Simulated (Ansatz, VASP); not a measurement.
**One calculation of C, two programs**

```
CELL_PARAMETERS angstrom
3.87531 0.00000 0.00000
-1.93766 3.35612 0.00000
0.00000 0.00000 2.45908
ATOMIC_POSITIONS crystal
C 0.31277 0.00000 0.50000
C 0.00000 0.31277 0.83333
C 0.68723 0.68723 0.16667
C 0.68723 0.00000 0.50000
C 0.00000 0.68723 0.83333
C 0.31277 0.31277 0.16667
```

Alike in both runs: task single point; functional PBE; k mesh 6 × 6 × 8; occupations gaussian, width 0.1 eV; no spin polarisation.

```csv
,VASP,Ansatz
version,VASP 6.6.1,Ansatz 0.2.0
potentials or method,"VASP PAW PBE potentials, release 64 (C), cutoff 520 eV","scalar-relativistic, plane waves, PAW"
valence electrons in the cell,24,24
```

```tsv
	VASP	Ansatz	Ansatz less VASP
gap on the k mesh at the Fermi level (eV)	none	none	-
rms of the force components (eV/Å)	0.742	0.747	+0.0044
```

Atom by atom the forces differ by 0.004 eV/Å (rms over components). A gap of «none» marks a metal or a gap that the smearing closes. With one functional, cell and mesh, what is left measures potentials, basis and numerics.
